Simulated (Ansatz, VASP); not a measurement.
# FeO in VASP and in Ansatz

INCAR

```
PREC = Accurate ; ENCUT = 600
EDIFF = 1E-6 ; ISMEAR = -1
SIGMA = 0.05 ; LREAL = F
LASPH = T ; NELM = 150
ALGO = Normal ; ISIF = 3
LWAVE = F ; LCHARG = F
ISPIN = 2 ; MAGMOM = 3 0
LORBIT = 11 ; LMAXMIX = 4
GGA = RP ; IVDW = 13
IBRION = 2 ; NSW = 60
EDIFFG = -0.01
```

The input KPOINTS:

```
regular mesh
0
Gamma
  11 11 11
```

POSCAR

```
FeO
1.0
    0.0000000000      2.1554000000      2.1554000000
    2.1554000000      0.0000000000      2.1554000000
    2.1554000000      2.1554000000      0.0000000000
Fe O
1 1
Direct
    0.0000000000      0.0000000000      0.0000000000
    0.5000000000      0.5000000000      0.5000000000
```

File input.yaml:

```yaml
crystal:
  lattice:
    - [0.0, 2.1554, 2.1554]
    - [2.1554, 0.0, 2.1554]
    - [2.1554, 2.1554, 0.0]
  atoms:
    - { symbol: Fe, position: [0.0, 0.0, 0.0], spin: 3.0 }
    - { symbol: O, position: [0.5, 0.5, 0.5] }
hamiltonian:
  xc: rpbe
  pseudopotentials: { kind: paw }
  dispersion: d4
magnetization:
  spin_polarized: true
kpoints:
  mp_grid: { grid: [11, 11, 11] }
scf:
  occupations: { method: fermi_dirac, width: 0.05 }
output:
  forces: true
  stress: true
relax:
  f_tol: 0.01
  max_steps: 40
  cell: { stress_tol: 0.05 }
```

Alike in both runs: task relaxation of cell and atoms; functional RPBE; dispersion D4; k mesh 11 × 11 × 11; occupations fermi-dirac, width 0.05 eV; collinear spin.

|  | VASP | Ansatz |
| --- | --- | --- |
| version | VASP 6.6.1 | Ansatz 0.2.0 |
| potentials or method | VASP PAW PBE potentials, release 64 (Fe, O) | Ansatz PAW |
| plane-wave cutoff (eV) | 600 | 420 |
| valence electrons in the cell | 14 | 22 |

|  | VASP | Ansatz | Ansatz less VASP |
| --- | --- | --- | --- |
| net moment per atom (μB) | 2.00 | 2.00 | 0.000 |
| size of the moment on the site where the two differ most (μB) | 3.62 | 3.45 | -0.173 |
| relaxed volume (Å³/atom) | 9.85 | 9.85 | 0.000 |
| relaxed cell length with the largest relative difference (Å) | 3.031 | 3.031 | 0.0000 |

VASP's potentials were made for PBE, not for RPBE. Site moments also hang on the region over which each program counts them. VASP's potentials hold 14 valence electrons a cell and Ansatz's 22, so a difference there can come from the potentials and not from the codes.

Noted on Ansatz's run: the plane-wave basis is chosen anew once the cell has moved, so the energies of steps on either side of that aren't comparable.
